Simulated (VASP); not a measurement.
# NiO (Fm-3m) in VASP: notebook, part 2 of 2

VASP 6.6.1.

## Step 3: Single point, PBEsol, collinear spin, ferromagnetic start

This run uses another cell than the first one, of 8.72 Å³/atom, 1.007 times its volume.

INCAR reads:

```
SYSTEM = NiO
ALGO = Normal ; EDIFF = 1E-6
ENCUT = 520 ; GGA = PS
ISIF = 2 ; ISMEAR = 0
ISPIN = 2 ; LASPH = .True.
LCHARG = .False. ; LMAXMIX = 4
LORBIT = 11 ; LREAL = .False.
LWAVE = .False. ; MAGMOM = 1.14 0.2
NBANDS = 19 ; NELM = 150
PREC = Accurate ; SIGMA = 0.15
```

KPOINTS reads:

```
k-points
0
Gamma
  26 26 26
  0 0 0
```

POSCAR reads:

```
NiO
1.0
    0.0000000000      2.0580571376      2.0580571376
    2.0580571376      0.0000000000      2.0580571376
    2.0580571376      2.0580571376      0.0000000000
Ni O
1 1
Direct
    0.0000000000      0.0000000000      0.0000000000
    0.5000000000      0.5000000000      0.5000000000
```

Potentials or basis: VASP PAW PBE potentials, release 64 (Ni, O).

Started as:

```
$ cat potpaw_PBE.64/Ni/POTCAR potpaw_PBE.64/O/POTCAR > POTCAR
$ mpirun -np 1 vasp_std > vasp.out
```

OUTCAR:

```text
SYSTEM = NiO
   EDIFF = 1E-6
   ENCUT = 520
   GGA = PS
   ISIF = 2
   ISMEAR = 0
   ISPIN = 2
   LASPH = .True.
   LORBIT = 11
   LREAL = .False.
   NELM = 150
   PREC = Accurate

 ion  position               nearest neighbor table
   1  0.000  0.000  0.000-   2 2.06   2 2.06   2 2.06   2 2.06   2 2.06   2 2.06
   2  0.500  0.500  0.500-   1 2.06   1 2.06   1 2.06   1 2.06   1 2.06   1 2.06

  LATTYP: Found a face centered cubic cell.
 ALAT       =     4.1161142752

  Lattice vectors:

 A1 = (   0.0000000000,   2.0580571376,   2.0580571376)
 A2 = (   2.0580571376,   0.0000000000,   2.0580571376)
 A3 = (   2.0580571376,   2.0580571376,   0.0000000000)

Analysis of symmetry for initial positions (statically):
=====================================================================
 Subroutine PRICEL returns:
 Original cell was already a primitive cell.

 Routine SETGRP: Setting up the symmetry group for a
 face centered cubic supercell.

 Subroutine GETGRP returns: Found 48 space group operations
 (whereof 48 operations were pure point group operations)
[... 721 lines left out ...]
  band No.  band energies     occupation
      1     -12.1964      1.00000
      2       5.3788      1.00000
      3       5.3788      1.00000
      4       5.3788      1.00000
      5       6.5517      1.00000
      6       6.5518      1.00000
[... 517 lines left out ...]
     18      39.3383      0.00000
     19      40.0398      0.00000

 [... further k-points ...]
[... 5 lines left out ...]
  --------------------------------------------------------------------------------------
  -------------------------------------------------------------------------------------
  Total       -0.0751386     -0.0751386     -0.0751386     -0.0000000     -0.0000000      0.0000000
  in kB       -6.9051267     -6.9051267     -6.9051267     -0.0000000     -0.0000000      0.0000000
  external PRESSURE =      -6.9051267 kB  Pullay stress =       0.0000000 kB

 VOLUME and BASIS-vectors are now :
 -----------------------------------------------------------------------------
  energy-cutoff  :      520.00
  volume of cell :       17.43
      direct lattice vectors                 reciprocal lattice vectors
     0.000000000  2.058057138  2.058057138    -0.242947579  0.242947579  0.242947579
     2.058057138  0.000000000  2.058057138     0.242947579 -0.242947579  0.242947579
     2.058057138  2.058057138  0.000000000     0.242947579  0.242947579 -0.242947579

 POSITION                                       TOTAL-FORCE (eV/Angst)
 -----------------------------------------------------------------------------------
      0.00000      0.00000      0.00000         0.000000      0.000000      0.000000
      2.05806      2.05806      2.05806        -0.000000     -0.000000      0.000000
 -----------------------------------------------------------------------------------
    total drift:                                0.000000     -0.000000     -0.000000

  FREE ENERGIE OF THE ION-ELECTRON SYSTEM (eV)
  ---------------------------------------------------
  free  energy   TOTEN  =       -12.4053962316 eV

  energy  without entropy=      -12.3850897214  energy(sigma->0) =      -12.39524298

 total charge

# of ion       s       p       d       tot
------------------------------------------
    1        0.348   0.437   8.337   9.123
    2        1.559   3.388   0.000   4.948
--------------------------------------------------
tot          1.907   3.826   8.337  14.070

 magnetization (x)

# of ion       s       p       d       tot
------------------------------------------
    1        0.010   0.013   0.919   0.941
    2        0.022   0.129   0.000   0.151
--------------------------------------------------
tot          0.031   0.142   0.919   1.092
```

stdout:

```text
POSCAR found type information on POSCAR NiO
 POSCAR found :  2 types and       2 ions
 scaLAPACK will be used
 -----------------------------------------------------------------------------
|                                                                             |
|                                                                             |
|     You enforced a specific xc type in the INCAR file but a different       |
|     I HOPE YOU KNOW WHAT YOU ARE DOING!                                     |
|                                                                             |
 -----------------------------------------------------------------------------

 LDA part: xc-table for (Slater+PW92), standard interpolation
 POSCAR, INCAR and KPOINTS ok, starting setup
 FFT: planning ... GRIDC
 FFT: planning ... GRID_SOFT
 FFT: planning ... GRID
 WAVECAR not read
 entering main loop
```

Run time: 4.3 min. Hardware: 1 thread of Intel Xeon Platinum 8259CL at 2.50GHz (Skylake/Cascade Lake), shared host; peak memory 0.36 GiB.

What came out:

| Property | Result |
| --- | --- |
| Free energy | -12.4054 eV |
| Pressure | -0.7 GPa |
| Net moment | 1.12 μB per cell |
| Site moments | Ni +0.94; O +0.15 μB |
| Valence electrons inside the program's atomic spheres | Ni 9.12; O 4.95 |

Caveat: the PAW data sets were made with another functional, which shifts forces and pressure a little; a cell with one magnetic atom can't hold antiferromagnetic order, which such compounds often take; semilocal functionals often make such compounds metallic where correlation or magnetic order opens a gap, which also shifts bond lengths.

## Step 4: Against experiment

Step 3. A measured gap of NiO is 4.3 eV (quoted in “Local correlations, non-local screening, multiplets, and band formation in NiO”, 2012, arxiv:1210.6675); the calculated 0.00 eV misses it by -4.30 eV. So large a miss can be the level of theory's own, or it may mean another phase, state or a wrong row. The value is that of PBEsol on a finite k mesh, which can miss the band edges, without temperature or zero-point motion. Semilocal functionals fall short of measured gaps as a rule. The run's magnetic order (collinear spin, ferromagnetic start) needn't be the measured crystal's.
